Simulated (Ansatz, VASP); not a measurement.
# Ir: VASP beside Ansatz

```
Ir
1.0
     0.00000    1.93606    1.93606
     1.93606    0.00000    1.93606
     1.93606    1.93606    0.00000
Ir
1
Direct
  0.00000 0.00000 0.00000
```

Alike in both runs: task single point; functional PBE; k mesh 14 × 14 × 14; occupations gaussian, width 0.3 eV; no spin polarisation.

|  | VASP | Ansatz |
| --- | --- | --- |
| version | VASP 6.6.1 | Ansatz 0.2.0 |
| potentials or method | VASP PAW PBE potentials, release 64 (Ir), cutoff 520 eV | plane waves (420 eV) with PAW, scalar-relativistic |
| valence electrons in the cell | 9 | 17 |

Ansatz gave:

```
pressure (GPa) : 0.1
```

**Question.** What did VASP give for the same quantities?

**Answer.** Pressure (GPa): 0.6.

The functional is the same, so the differences come from potentials, cutoffs and numerics. VASP's potentials hold 9 valence electrons a cell and Ansatz's 17, so a difference there can come from the potentials and not from the codes.

Neither program's run includes spin-orbit coupling.
